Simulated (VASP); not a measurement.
# AlN (P6_3mc) in VASP: notebook

AlN is run at these levels: r2SCAN, PBE; tasks: single point, relaxation of cell and atoms.

Program: VASP 6.6.1. These are calculated values, not measurements. Logs are shortened: lines on timing, memory, paths and dates and some standing lists are left out, and cuts for length are marked.

## (1) The cell of the first run

Symmetry: P6_3mc, No. 186, hexagonal system. Conventional cell: a = 3.107 Å, b = 3.107 Å, c = 4.979 Å, α = 90.00°, β = 90.00°, γ = 120.00°. Within 2.5 Å of Al (site symmetry 3m) lie 4 N at 1.89 to 1.90 Å. Within 2.5 Å of N (site symmetry 3m) lie 4 Al at 1.89 to 1.90 Å.

## (2) Single point, r2SCAN

Contents of POSCAR:

```
AlN
1.0
    3.1066937604      0.0000000000      0.0000000000
   -1.5533468802      2.6904757183      0.0000000000
    0.0000000000      0.0000000000      4.9785915490
Al N
2 2
Direct
    0.3333333333      0.6666666667     -0.0032954727
    0.6666666667      0.3333333333      0.4967045273
    0.3333333333      0.6666666667      0.3782954727
    0.6666666667      0.3333333333      0.8782954727
```

Contents of INCAR.step1:

```
SYSTEM = AlN
PREC = Accurate
ENCUT = 660
ISMEAR = -1
SIGMA = 0.02
LREAL = .False.
LASPH = .True.
NELM = 120
NBANDS = 16
GGA = PE
ALGO = Normal
EDIFF = 1E-5
LWAVE = .True.
LCHARG = .False.
GGA_COMPAT = .False.
```

Contents of INCAR.step2:

```
SYSTEM = AlN
PREC = Accurate
ENCUT = 660
EDIFF = 1E-6
ISMEAR = -1
SIGMA = 0.02
LREAL = .False.
LASPH = .True.
NELM = 120
ALGO = Normal
ISIF = 2
LWAVE = .False.
LCHARG = .True.
METAGGA = R2SCAN
LMIXTAU = .True.
LELF = .True.
LVHAR = .True.
NBANDS = 16
ISTART = 1
GGA_COMPAT = .False.
```

Contents of KPOINTS:

```
Automatic mesh
0
Gamma
  12 12 6
  0 0 0
```

Potentials or basis: VASP PAW PBE potentials, release 64 (Al, N).

Command:

```bash
$ cat potpaw_PBE.64/Al/POTCAR potpaw_PBE.64/N/POTCAR > POTCAR
$ cp INCAR.step1 INCAR
$ mpirun -np 1 vasp_std > vasp.out
$ cp INCAR.step2 INCAR
$ mpirun -np 1 vasp_std > vasp.out
```

OUTCAR:

```text
SYSTEM = AlN
   PREC = Accurate
   ENCUT = 660
   EDIFF = 1E-6
   ISMEAR = -1
   LREAL = .False.
   LASPH = .True.
   NELM = 120
   ISIF = 2
   METAGGA = R2SCAN
   ISTART = 1

 ion  position               nearest neighbor table
   1  0.333  0.667  0.997-   4 1.89   4 1.89   4 1.89   3 1.90   2 3.07   2 3.07   2 3.07   2 3.07
                             2 3.07   2 3.07
   2  0.667  0.333  0.497-   3 1.89   3 1.89   3 1.89   4 1.90   1 3.07   1 3.07   1 3.07   1 3.07
                             1 3.07   1 3.07
   3  0.333  0.667  0.378-   2 1.89   2 1.89   2 1.89   1 1.90
   4  0.667  0.333  0.878-   1 1.89   1 1.89   1 1.89   2 1.90

  LATTYP: Found a hexagonal cell.
 ALAT       =     3.1066937604
 C/A-ratio  =     1.6025369518

  Lattice vectors:

 A1 = (   3.1066937604,   0.0000000000,   0.0000000000)
 A2 = (  -1.5533468802,   2.6904757183,   0.0000000000)
 A3 = (   0.0000000000,   0.0000000000,   4.9785915490)

Analysis of symmetry for initial positions (statically):
=====================================================================
 Subroutine PRICEL returns:
 Original cell was already a primitive cell.

 Routine SETGRP: Setting up the symmetry group for a
 hexagonal supercell.

 Subroutine GETGRP returns: Found 12 space group operations
 (whereof  6 operations were pure point group operations)
 out of a pool of 24 trial point group operations.

The static configuration has the point symmetry C_3v.
 The point group associated with its full space group is C_6v.

Analysis of symmetry for dynamics (positions and initial velocities):
=====================================================================
 Subroutine PRICEL returns:
 Original cell was already a primitive cell.

 Routine SETGRP: Setting up the symmetry group for a
 hexagonal supercell.

 Subroutine GETGRP returns: Found 12 space group operations
 (whereof  6 operations were pure point group operations)
 out of a pool of 24 trial point group operations.

The dynamic configuration has the point symmetry C_3v.
 The point group associated with its full space group is C_6v.

 Subroutine INISYM returns: Found 12 space group operations
 (whereof  6 operations are pure point group operations),
 and found     1 'primitive' translations

----------------------------------------------------------------------------------------

                                     Primitive cell

  volume of cell :      41.6135

  direct lattice vectors                    reciprocal lattice vectors
     3.106693760  0.000000000  0.000000000     0.321885605  0.185840741  0.000000000
    -1.553346880  2.690475718  0.000000000     0.000000000  0.371681481  0.000000000
     0.000000000  0.000000000  4.978591549     0.000000000  0.000000000  0.200860020

  length of vectors
     3.106693760  3.106693760  4.978591549     0.371681481  0.371681481  0.200860020

  position of ions in fractional coordinates (direct lattice)
     0.333333333  0.666666667  0.996704527
     0.666666667  0.333333333  0.496704527
     0.333333333  0.666666667  0.378295473
     0.666666667  0.333333333  0.878295473

  ion indices of the primitive-cell ions
   primitive index   ion index
                 1           1
                 2           2
                 3           3
                 4           4

----------------------------------------------------------------------------------------

 KPOINTS: Automatic mesh

Automatic generation of k-mesh.
 Grid dimensions read from file:
 generate k-points for:   12   12    6

 Generating k-lattice:

  Cartesian coordinates                     Fractional coordinates (reciprocal lattice)
     0.026823800  0.015486728  0.000000000     0.083333333  0.000000000  0.000000000
     0.000000000  0.030973457  0.000000000     0.000000000  0.083333333  0.000000000
     0.000000000  0.000000000  0.033476670     0.000000000  0.000000000  0.166666667

  Length of vectors
     0.030973457  0.030973457  0.033476670

  Shift w.r.t. Gamma in fractional coordinates (k-lattice)
     0.000000000  0.000000000  0.000000000

 Subroutine IBZKPT returns following result:
 ===========================================

 Found     76 irreducible k-points:

 Following reciprocal coordinates:
            Coordinates               Weight
  0.000000  0.000000  0.000000      1.000000
  0.083333  0.000000  0.000000      6.000000
  0.166667  0.000000  0.000000      6.000000
  0.250000  0.000000  0.000000      6.000000
  0.333333  0.000000  0.000000      6.000000
  0.416667  0.000000  0.000000      6.000000
[... 16 lines left out ...]
  0.250000  0.000000  0.166667     12.000000
  0.333333  0.000000  0.166667     12.000000
 [... further k-points ...]
   k-points           NKPTS =     76   k-points in BZ     NKDIM =     76   number of bands    NBANDS=     16
   number of dos      NEDOS =    301   number of ions     NIONS =      4
   total plane-waves  NPLWV =  32928
   dimension x,y,z NGX =    28 NGY =   28 NGZ =   42
   dimension x,y,z NGXF=    56 NGYF=   56 NGZF=   84
   ions per type =               2   2
   NGX,Y,Z   is equivalent  to a cutoff of  14.98, 14.98, 14.02 a.u.
   NGXF,Y,Z  is equivalent  to a cutoff of  29.97, 29.97, 28.05 a.u.
 SYSTEM =  AlN
   PREC   = accura    normal or accurate (medium, high low for compatibility)
   ISTART =      1    job   : 0-new  1-cont  2-samecut
   ICHARG =      0    charge: 1-file 2-atom 10-const
   ISPIN  =      1    spin polarized calculation?
   LNONCOLLINEAR =      F non collinear calculations
   LSORBIT =      F    spin-orbit coupling
   LASPH  =      T    aspherical Exc in radial PAW
   ENCUT  =  660.0 eV  48.51 Ry    6.96 a.u.   6.51  6.51 10.43*2*pi/ulx,y,z
   NELM   =    120;   NELMIN=  2; NELMDL=  0     # of ELM steps
   EDIFF  = 0.1E-05   stopping-criterion for ELM
   LREAL  =      F    real-space projection
   EDIFFG = 0.1E-04   stopping-criterion for IOM
   NSW    =      0    number of steps for IOM
   IBRION =     -1    ionic relax: 0-MD 1-quasi-New 2-CG
   NFREE  =      0    steps in history (QN), initial steepest desc. (CG)
   ISIF   =      2    stress and relaxation
   ISYM   =      2    0-nonsym 1-usesym 2-fastsym
   POTIM  = 0.5000    time-step for ionic-motion
   TEBEG  =    0.0;   TEEND  =   0.0 temperature during run
   PSTRESS=    0.0 pullay stress
   NELECT =      16.0000    total number of electrons
   NUPDOWN=      -1.0000    fix difference up-down
   EMIN   =  10.00;   EMAX   =-10.00  energy-range for DOS
   EFERMI =   0.00;   METHOD = LEGACY
   ISMEAR =    -1;   SIGMA  =   0.02  broadening in eV -4-tet -1-fermi 0-gaus
   EFERMI_NEDOS =   21; number of points for ismear=-14 and -15
   IALGO  =     38    algorithm
   IMIX   =      4    mixing-type and parameters
     AMIX     =   0.40;   BMIX     =  1.00
     AMIX_MAG =   1.60;   BMIX_MAG =  1.00
  volume/ion in A,a.u.               =      10.40        70.21
  Fermi-wavevector in a.u.,A,eV,Ry     =   1.190429  2.249585 19.281103  1.417121
  Thomas-Fermi vector in A             =   2.326514
   LORBIT       =      0    0 simple, 1 ext, 2 COOP (PROOUT), +10 PAW based schemes
   METAGGA = R2SCAN    functional components
   LHFCALC =     F    Hartree Fock is set to
   AEXX    =    0.0000 exact exchange contribution
   IVDW    =     0    specifies the selected vdW correction
   LEPSILON=     F    determine dielectric tensor
   LRPA    =     F    only Hartree local field effects (RPA)
 non-spin polarized calculation
  energy-cutoff  :      660.00
  volume of cell :       41.61
 maximum number of plane-waves:      1641
 NGX is ok and might be reduce to    28
   NGX = 13   NGY = 13   NGZ = 21

 number of electron      16.0000001 magnetization

 Free energy of the ion-electron system (eV)
  ---------------------------------------------------
  ext. energy  EPLUGINS =         0.00000000
  ---------------------------------------------------
  free energy    TOTEN  =       -38.45407286 eV

  energy without entropy =      -38.45407286  energy(sigma->0) =      -38.45407286

 E-fermi :   6.3818     XC(G=0): -11.4168

 val. band max:        5.9180863426   @ k =   0.0000   0.0000   0.0000
 cond. band min:      10.8378003472   @ k =   0.0000   0.0000   0.0000
 fundamental gap:      4.9197140046
 Fermi energy:         6.3818346877

 k-point     1 :       0.0000    0.0000    0.0000
  band No.  band energies     occupation
      1     -10.0630      2.00000
      2      -7.9412      2.00000
      3      -0.1513      2.00000
      4       5.0337      2.00000
      5       5.0337      2.00000
      6       5.6942      2.00000
[... 8 lines left out ...]
     15      20.0414      0.00000
     16      20.0414      0.00000

 k-point     2 :       0.0833    0.0000    0.0000
  band No.  band energies     occupation
      1      -9.9737      2.00000
      2      -7.8912      2.00000
      3      -0.0435      2.00000
      4       4.6240      2.00000
      5       4.9145      2.00000
      6       5.2905      2.00000
[... 8 lines left out ...]
     15      20.1018      0.00000
     16      20.1043      0.00000

 k-point     3 :       0.1667    0.0000    0.0000
  band No.  band energies     occupation
      1      -9.7142      2.00000
      2      -7.7549      2.00000
      3       0.2739      2.00000
      4       3.6153      2.00000
      5       4.4116      2.00000
      6       4.6345      2.00000
[... 8 lines left out ...]
     15      19.2983      0.00000
     16      19.5740      0.00000

 k-point     4 :       0.2500    0.0000    0.0000
  band No.  band energies     occupation
      1      -9.3119      2.00000
      2      -7.5754      2.00000
      3       0.7813      2.00000
      4       2.4282      2.00000
      5       3.4303      2.00000
      6       4.3125      2.00000
[... 8 lines left out ...]
     15      19.0716      0.00000
     16      20.1962      0.00000
[... 324 lines left out ...]
 k-point    22 :       0.1667    0.0000    0.1667
  band No.  band energies     occupation
      1      -9.6125      2.00000
      2      -7.9318      2.00000
      3       0.5729      2.00000
      4       3.6836      2.00000
      5       4.1768      2.00000
      6       4.6929      2.00000
[... 8 lines left out ...]
     15      19.4465      0.00000
     16      19.7791      0.00000

 k-point    23 :       0.2500    0.0000    0.1667
  band No.  band energies     occupation
      1      -9.2179      2.00000
      2      -7.7236      2.00000
      3       0.9238      2.00000
      4       2.5929      2.00000
      5       3.2495      2.00000
      6       4.3804      2.00000
[... 8 lines left out ...]
     15      19.3399      0.00000
     16      20.2723      0.00000

 k-point    24 :       0.3333    0.0000    0.1667
  band No.  band energies     occupation
      1      -8.7408      2.00000
      2      -7.5348      2.00000
      3       0.9528      2.00000
      4       1.9310      2.00000
      5       2.5410      2.00000
      6       4.1067      2.00000
[... 8 lines left out ...]
     15      19.4212      0.00000
     16      21.3258      0.00000

 [... further k-points ...]

------------------------ aborting loop because EDIFF is reached ----------------------------------------

  FORCE on cell =-STRESS in cart. coord.  units (eV):
  Direction    XX          YY          ZZ          XY          YZ          ZX
  --------------------------------------------------------------------------------------
  -------------------------------------------------------------------------------------
  Total       -0.0921218     -0.0921218     -0.0934352      0.0000000      0.0000000      0.0000000
  in kB       -3.5468191     -3.5468191     -3.5973873      0.0000000      0.0000000      0.0000000
  external PRESSURE =      -3.5636752 kB  Pullay stress =       0.0000000 kB

 VOLUME and BASIS-vectors are now :
 -----------------------------------------------------------------------------
  energy-cutoff  :      660.00
  volume of cell :       41.61
      direct lattice vectors                 reciprocal lattice vectors
     3.106693760  0.000000000  0.000000000     0.321885605  0.185840741  0.000000000
    -1.553346880  2.690475718  0.000000000     0.000000000  0.371681481  0.000000000
     0.000000000  0.000000000  4.978591549     0.000000000  0.000000000  0.200860020

 POSITION                                       TOTAL-FORCE (eV/Angst)
 -----------------------------------------------------------------------------------
     -0.00000      1.79365      4.96218        -0.000000     -0.000000      0.001619
      1.55335      0.89683      2.47289         0.000000      0.000000      0.001619
     -0.00000      1.79365      1.88338        -0.000000      0.000000     -0.001619
      1.55335      0.89683      4.37267         0.000000     -0.000000     -0.001619
 -----------------------------------------------------------------------------------
    total drift:                               -0.000000      0.000000      0.020948

  FREE ENERGIE OF THE ION-ELECTRON SYSTEM (eV)
  ---------------------------------------------------
  free  energy   TOTEN  =       -38.4540728602 eV

  energy  without entropy=      -38.4540728602  energy(sigma->0) =      -38.45407286
```

Run time: 6.6 min. Hardware: 1 thread of Intel Xeon 8259CL, shared host; peak memory 0.22 GiB.

What came out:

| Quantity | Value |
| --- | --- |
| Free energy | -38.4541 eV |
| Pressure | -0.4 GPa |
| Band gap on the k mesh | 4.92 eV |

Levels at points of the mesh, in eV from the valence-band top:
| k point | band 5 | band 6 | band 7 | band 8 | band 9 | band 10 | band 11 | band 12 |
| --- | --- | --- | --- | --- | --- | --- | --- | --- |
| (0.00, 0.00, 0.00) | -0.88 | -0.22 | -0.22 | 0.00 | 4.92 | 7.54 | 11.61 | 12.04 |
| (0.50, 0.00, 0.00) | -3.39 | -2.14 | -1.77 | -0.71 | 6.45 | 6.56 | 9.05 | 11.26 |
| (0.00, 0.00, 0.50) | -0.56 | -0.56 | -0.56 | -0.56 | 7.26 | 7.26 | 11.31 | 11.31 |
| (0.50, 0.00, 0.50) | -1.50 | -1.50 | -1.39 | -1.39 | 6.00 | 6.00 | 10.15 | 10.15 |

Caveat: the PAW data sets were made with another functional, which shifts forces and pressure a little. A k mesh can miss the band edges.

[end of part 1 of 2]
